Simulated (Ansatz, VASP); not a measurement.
## One calculation of SrO, two programs

```
CELL_PARAMETERS angstrom
0.00000 2.47670 2.47670
2.47670 0.00000 2.47670
2.47670 2.47670 0.00000
ATOMIC_POSITIONS crystal
Sr 0.00000 0.00000 0.00000
O 0.50000 0.50000 0.50000
```

Change from the starting cell: hydrostatic strain -4.0%.

Alike in both runs: task single point; functional r2SCAN; k mesh 8 × 8 × 8; no spin polarisation.

|  | VASP | Ansatz |
| --- | --- | --- |
| version | VASP 6.6.1 | Ansatz 0.2.0 |
| potentials or method | VASP PAW PBE potentials, release 64 (Sr_sv, O) | plane waves, PAW |
| plane-wave cutoff (eV) | 520 | 500 |
| occupations | gaussian, width 0.01 eV | fixed |
| valence electrons in the cell | 16 | 16 |

Ansatz gave:

| Quantity | Value |
| --- | --- |
| gap on the k mesh at the Fermi level (eV) | 3.69 |
| pressure (GPa) | 15.1 |

Task: What did VASP give for the same quantities?

Result: gap on the k mesh at the Fermi level (eV): 3.64; pressure (GPa): 16.0.

VASP's potentials were made for PBE, not for r2SCAN.
